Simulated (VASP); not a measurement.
# WS2 (Cmcm) in VASP: single point with PBE

Aim: the single point of WS2 with PBE.

Program: VASP 6.6.1. These are calculated values, not measurements. Logs are shortened: lines on timing, memory, paths and dates and some standing lists are left out, and cuts for length are marked.

## Step 1: The cell of the first run

Symmetry: Cmcm, No. 63, orthorhombic system. The conventional cell has a = 3.188 Å, b = 5.521 Å, c = 14.775 Å, α = 90.00°, β = 90.00°, γ = 90.00°. W (site symmetry m2m) has 6 S at 2.42 Å and 6 W at 3.19 Å within 3.2 Å. Within 3.2 Å of S (site symmetry m) lie 3 W at 2.42 Å and 7 S at 3.14 to 3.19 Å.

## Step 2: Single point, PBE (mode 4 (3.6 1/cm) frozen in at 0.15 Å, then relaxed in part)

File INCAR:

```
  PREC = Accurate
  ENCUT = 520
  EDIFF = 1E-7
  ISMEAR = 0
  SIGMA = 0.05
  LREAL = False
  LASPH = True
  NELM = 100
  ALGO = Normal
  ISIF = 2
  LWAVE = False
  LCHARG = True
  GGA = PE
  LELF = True
  LVHAR = True
  NBANDS = 35
```

File KPOINTS:

```
regular mesh
0
Gamma
  12 12 2
```

File POSCAR:

```
WS2
1.0
    3.1877811057      0.0000000000      0.0000000000
   -1.5938905529      2.7606994193      0.0000000000
    0.0000000000      0.0000000000     14.7749648324
W S
2 4
Direct
    0.3061663048      0.6123326095      0.2500000000
    0.6938336952      0.3876673905      0.7500000000
    0.3604975466      0.7209950933      0.6436696442
    0.6395024534      0.2790049067      0.1436696442
    0.3604975466      0.7209950933      0.8563303558
    0.6395024534      0.2790049067      0.3563303558
```

Potentials or basis: VASP PAW PBE potentials, release 64 (W_sv, S).

Run with:

```bash
cat potpaw_PBE.64/W_sv/POTCAR potpaw_PBE.64/S/POTCAR > POTCAR
mpirun -np 1 vasp_std > vasp.out
```

OUTCAR:

```text
PREC = Accurate
   ENCUT = 520
   EDIFF = 1E-7
   ISMEAR = 0
   LREAL = False
   LASPH = True
   NELM = 100
   ISIF = 2
   GGA = PE

 ion  position               nearest neighbor table
   1  0.306  0.612  0.250-   4 2.42   6 2.42   4 2.42   6 2.42   4 2.42   6 2.42
   2  0.694  0.388  0.750-   3 2.42   5 2.42   3 2.42   5 2.42   3 2.42   5 2.42
   3  0.360  0.721  0.644-   2 2.42   2 2.42   2 2.42
   4  0.640  0.279  0.144-   1 2.42   1 2.42   1 2.42
   5  0.360  0.721  0.856-   2 2.42   2 2.42   2 2.42
   6  0.640  0.279  0.356-   1 2.42   1 2.42   1 2.42

  LATTYP: Found a hexagonal cell.
 ALAT       =     3.1877811057
 C/A-ratio  =     4.6348743350

  Lattice vectors:

 A1 = (   3.1877811057,   0.0000000000,   0.0000000000)
 A2 = (  -1.5938905529,   2.7606994193,   0.0000000000)
 A3 = (   0.0000000000,   0.0000000000,  14.7749648324)

Analysis of symmetry for initial positions (statically):
=====================================================================
 Subroutine PRICEL returns:
 Original cell was already a primitive cell.

 Routine SETGRP: Setting up the symmetry group for a
 hexagonal supercell.

 Subroutine GETGRP returns: Found  8 space group operations
 (whereof  4 operations were pure point group operations)
 out of a pool of 24 trial point group operations.

The static configuration has the point symmetry C_2h.
 The point group associated with its full space group is D_2h.

Analysis of symmetry for dynamics (positions and initial velocities):
=====================================================================
 Subroutine PRICEL returns:
 Original cell was already a primitive cell.

 Routine SETGRP: Setting up the symmetry group for a
 hexagonal supercell.

 Subroutine GETGRP returns: Found  8 space group operations
 (whereof  4 operations were pure point group operations)
 out of a pool of 24 trial point group operations.

The dynamic configuration has the point symmetry C_2h.
 The point group associated with its full space group is D_2h.

 Subroutine INISYM returns: Found  8 space group operations
 (whereof  4 operations are pure point group operations),
 and found     1 'primitive' translations

----------------------------------------------------------------------------------------

                                     Primitive cell

  volume of cell :     130.0272

  direct lattice vectors                    reciprocal lattice vectors
     3.187781106  0.000000000  0.000000000     0.313697825  0.181113524  0.000000000
    -1.593890553  2.760699419  0.000000000     0.000000000  0.362227048  0.000000000
     0.000000000  0.000000000 14.774964832     0.000000000  0.000000000  0.067682056

  length of vectors
     3.187781106  3.187781106 14.774964832     0.362227048  0.362227048  0.067682056

  position of ions in fractional coordinates (direct lattice)
     0.306166305  0.612332610  0.250000000
     0.693833695  0.387667390  0.750000000
     0.360497547  0.720995093  0.643669644
     0.639502453  0.279004907  0.143669644
     0.360497547  0.720995093  0.856330356
     0.639502453  0.279004907  0.356330356

  ion indices of the primitive-cell ions
   primitive index   ion index
                 1           1
                 2           2
                 3           3
                 4           4
                 5           5
                 6           6

----------------------------------------------------------------------------------------

 KPOINTS: regular mesh

Automatic generation of k-mesh.
 Grid dimensions read from file:
 generate k-points for:   12   12    2

 Generating k-lattice:

  Cartesian coordinates                     Fractional coordinates (reciprocal lattice)
     0.026141485  0.015092794  0.000000000     0.083333333  0.000000000  0.000000000
     0.000000000  0.030185587  0.000000000     0.000000000  0.083333333  0.000000000
     0.000000000  0.000000000  0.033841028     0.000000000  0.000000000  0.500000000

  Length of vectors
     0.030185587  0.030185587  0.033841028

  Shift w.r.t. Gamma in fractional coordinates (k-lattice)
     0.000000000  0.000000000  0.000000000

 Subroutine IBZKPT returns following result:
 ===========================================

 Found     86 irreducible k-points:

 Following reciprocal coordinates:
            Coordinates               Weight
  0.000000  0.000000  0.000000      1.000000
  0.083333  0.000000  0.000000      4.000000
  0.000000  0.083333  0.000000      2.000000
  0.166667 -0.000000  0.000000      4.000000
  0.000000  0.166667  0.000000      2.000000
  0.250000  0.000000  0.000000      4.000000
[... 16 lines left out ...]
 -0.083333  0.416667  0.000000      4.000000
 -0.416667  0.333333  0.000000      4.000000
 [... further k-points ...]
   k-points           NKPTS =     86   k-points in BZ     NKDIM =     86   number of bands    NBANDS=     35
   number of dos      NEDOS =    301   number of ions     NIONS =      6
   total plane-waves  NPLWV =  64512
   dimension x,y,z NGX =    24 NGY =   24 NGZ =  112
   dimension x,y,z NGXF=    48 NGYF=   48 NGZF=  224
   ions per type =               2   4
   NGX,Y,Z   is equivalent  to a cutoff of  12.52, 12.52, 12.60 a.u.
   NGXF,Y,Z  is equivalent  to a cutoff of  25.03, 25.03, 25.20 a.u.
 SYSTEM =  unknown system
   PREC   = accura    normal or accurate (medium, high low for compatibility)
   ISTART =      0    job   : 0-new  1-cont  2-samecut
   ICHARG =      2    charge: 1-file 2-atom 10-const
   ISPIN  =      1    spin polarized calculation?
   LNONCOLLINEAR =      F non collinear calculations
   LSORBIT =      F    spin-orbit coupling
   LASPH  =      T    aspherical Exc in radial PAW
   ENCUT  =  520.0 eV  38.22 Ry    6.18 a.u.   5.93  5.93 27.47*2*pi/ulx,y,z
   NELM   =    100;   NELMIN=  2; NELMDL= -5     # of ELM steps
   EDIFF  = 0.1E-06   stopping-criterion for ELM
   LREAL  =      F    real-space projection
   EDIFFG = 0.1E-05   stopping-criterion for IOM
   NSW    =      0    number of steps for IOM
   IBRION =     -1    ionic relax: 0-MD 1-quasi-New 2-CG
   NFREE  =      0    steps in history (QN), initial steepest desc. (CG)
   ISIF   =      2    stress and relaxation
   ISYM   =      2    0-nonsym 1-usesym 2-fastsym
   POTIM  = 0.5000    time-step for ionic-motion
   TEBEG  =    0.0;   TEEND  =   0.0 temperature during run
   PSTRESS=    0.0 pullay stress
   NELECT =      52.0000    total number of electrons
   NUPDOWN=      -1.0000    fix difference up-down
   EMIN   =  10.00;   EMAX   =-10.00  energy-range for DOS
   EFERMI =   0.00;   METHOD = LEGACY
   ISMEAR =     0;   SIGMA  =   0.05  broadening in eV -4-tet -1-fermi 0-gaus
   EFERMI_NEDOS =   21; number of points for ismear=-14 and -15
   IALGO  =     38    algorithm
   IMIX   =      4    mixing-type and parameters
     AMIX     =   0.40;   BMIX     =  1.00
     AMIX_MAG =   1.60;   BMIX_MAG =  1.00
  volume/ion in A,a.u.               =      21.67       146.24
  Fermi-wavevector in a.u.,A,eV,Ry     =   1.206141  2.279275 19.793416  1.454775
  Thomas-Fermi vector in A             =   2.341816
   LORBIT       =      0    0 simple, 1 ext, 2 COOP (PROOUT), +10 PAW based schemes
   GGA     = PE    functional components
   LHFCALC =     F    Hartree Fock is set to
   AEXX    =    0.0000 exact exchange contribution
   IVDW    =     0    specifies the selected vdW correction
   LEPSILON=     F    determine dielectric tensor
   LRPA    =     F    only Hartree local field effects (RPA)
 non-spin polarized calculation
 Gauss-broadening in eV      SIGMA  =   0.05
  energy-cutoff  :      520.00
  volume of cell :      130.03
 maximum number of plane-waves:      3524
   NGX = 11   NGY = 11   NGZ = 55

 number of electron      51.9999997 magnetization

 Free energy of the ion-electron system (eV)
  ---------------------------------------------------
  ext. energy  EPLUGINS =         0.00000000
  ---------------------------------------------------
  free energy    TOTEN  =       -47.36361314 eV

  energy without entropy =      -47.36361314  energy(sigma->0) =      -47.36361314

 E-fermi :   5.1129     XC(G=0):  -9.5400

 val. band max:        4.7572334204   @ k =   0.0000   0.0000   0.0000
 cond. band min:       6.3875755630   @ k =   0.3333   0.3333   0.0000
 fundamental gap:      1.6303421426
 Fermi energy:         5.1129091160

 k-point     1 :       0.0000    0.0000    0.0000
  band No.  band energies     occupation
      1     -69.4666      2.00000
      2     -69.4666      2.00000
      3     -33.6946      2.00000
      4     -33.6946      2.00000
      5     -33.5507      2.00000
      6     -33.5507      2.00000
[... 27 lines left out ...]
     34       7.6017      0.00000
     35       9.6179      0.00000

 k-point     2 :       0.0833    0.0000    0.0000
  band No.  band energies     occupation
      1     -69.4655      2.00000
      2     -69.4654      2.00000
      3     -33.6907      2.00000
      4     -33.6907      2.00000
      5     -33.5730      2.00000
      6     -33.5730      2.00000
[... 27 lines left out ...]
     34       7.6594      0.00000
     35      10.1026      0.00000

 k-point     3 :       0.0000    0.0833    0.0000
  band No.  band energies     occupation
      1     -69.4655      2.00000
      2     -69.4654      2.00000
      3     -33.6907      2.00000
      4     -33.6907      2.00000
      5     -33.5730      2.00000
      6     -33.5730      2.00000
[... 27 lines left out ...]
     34       7.6596      0.00000
     35      10.1027      0.00000
[... 723 lines left out ...]
 k-point    23 :      -0.0833    0.4167    0.0000
  band No.  band energies     occupation
      1     -69.4523      2.00000
      2     -69.4523      2.00000
      3     -33.8247      2.00000
      4     -33.8247      2.00000
      5     -33.6425      2.00000
      6     -33.6425      2.00000
[... 27 lines left out ...]
     34       9.2505      0.00000
     35      10.8785      0.00000

 k-point    24 :      -0.4167    0.3333    0.0000
  band No.  band energies     occupation
      1     -69.4524      2.00000
      2     -69.4523      2.00000
      3     -33.8247      2.00000
      4     -33.8247      2.00000
      5     -33.6425      2.00000
      6     -33.6425      2.00000
[... 27 lines left out ...]
     34       9.2431      0.00000
     35      10.8313      0.00000

 [... further k-points ...]

------------------------ aborting loop because EDIFF is reached ----------------------------------------

  FORCE on cell =-STRESS in cart. coord.  units (eV):
  Direction    XX          YY          ZZ          XY          YZ          ZX
  --------------------------------------------------------------------------------------
  -------------------------------------------------------------------------------------
  Total       -0.0269316     -0.0271073     -0.0175228      0.0000000     -0.0000000      0.0000000
  in kB       -0.3318479     -0.3340127     -0.2159130      0.0000000     -0.0000000      0.0000000
  external PRESSURE =      -0.2939245 kB  Pullay stress =       0.0000000 kB

 VOLUME and BASIS-vectors are now :
 -----------------------------------------------------------------------------
  energy-cutoff  :      520.00
  volume of cell :      130.03
      direct lattice vectors                 reciprocal lattice vectors
     3.187781106  0.000000000  0.000000000     0.313697825  0.181113524  0.000000000
    -1.593890553  2.760699419  0.000000000     0.000000000  0.362227048  0.000000000
     0.000000000  0.000000000 14.774964832     0.000000000  0.000000000  0.067682056

 POSITION                                       TOTAL-FORCE (eV/Angst)
 -----------------------------------------------------------------------------------
      0.00000      1.69047      3.69374        -0.000000      0.001370     -0.000000
      1.59389      1.07023     11.08122         0.000000     -0.001370      0.000000
     -0.00000      1.99045      9.51020         0.000000     -0.000229     -0.003855
      1.59389      0.77025      2.12271        -0.000000      0.000229     -0.003855
     -0.00000      1.99045     12.65225         0.000000     -0.000229      0.003855
      1.59389      0.77025      5.26477        -0.000000      0.000229      0.003855
 -----------------------------------------------------------------------------------
    total drift:                               -0.000000      0.000000     -0.000000

  FREE ENERGIE OF THE ION-ELECTRON SYSTEM (eV)
  ---------------------------------------------------
  free  energy   TOTEN  =       -47.3636131357 eV

  energy  without entropy=      -47.3636131357  energy(sigma->0) =      -47.36361314
```

Run time: 6.2 min. Hardware: 1 thread of AMD EPYC 7R43 (Zen 3), shared host; peak memory 0.4 GiB.

What came out:

```
Free energy            : -47.3636 eV
Pressure               : 0.0 GPa
Largest force          : 0.004 eV/Å
Band gap on the k mesh : 1.63 eV, indirect (least direct gap 1.80 eV)
```

Forces in eV/Å, atoms in the order of the input:
```
W    0.000  0.001  0.000
W    0.000 -0.001  0.000
S    0.000  0.000 -0.004
S    0.000  0.000 -0.004
S    0.000  0.000  0.004
S    0.000  0.000  0.004
```

Levels at points of the mesh, in eV from the valence-band top:
```csv
k point,band 23,band 24,band 25,band 26,band 27,band 28,band 29,band 30
"(0.00, 0.00, 0.00)",-1.80,-1.80,-0.43,0.00,2.69,2.69,2.69,2.69
"(0.50, 0.00, 0.00)",-1.47,-1.45,-1.11,-1.11,2.65,2.65,3.06,3.13
"(0.00, 0.50, 0.00)",-1.47,-1.45,-1.13,-1.08,2.65,2.65,3.08,3.12
"(0.00, 0.00, 0.50)",-1.80,-1.80,-0.18,-0.18,2.69,2.69,2.69,2.69
"(0.50, 0.00, 0.50)",-1.46,-1.46,-1.11,-1.11,2.65,2.65,3.10,3.10
"(0.00, 0.50, 0.50)",-1.46,-1.46,-1.11,-1.11,2.65,2.65,3.10,3.10
```

Caveat: the cell differs from its parent crystal (mode 4 (3.6 1/cm) frozen in at 0.15 Å, then relaxed in part); spin-orbit coupling is left out, which moves the levels of the heavy elements; this functional lacks dispersion, which binds the layers, so the pressure and a relaxed spacing across them are unreliable.
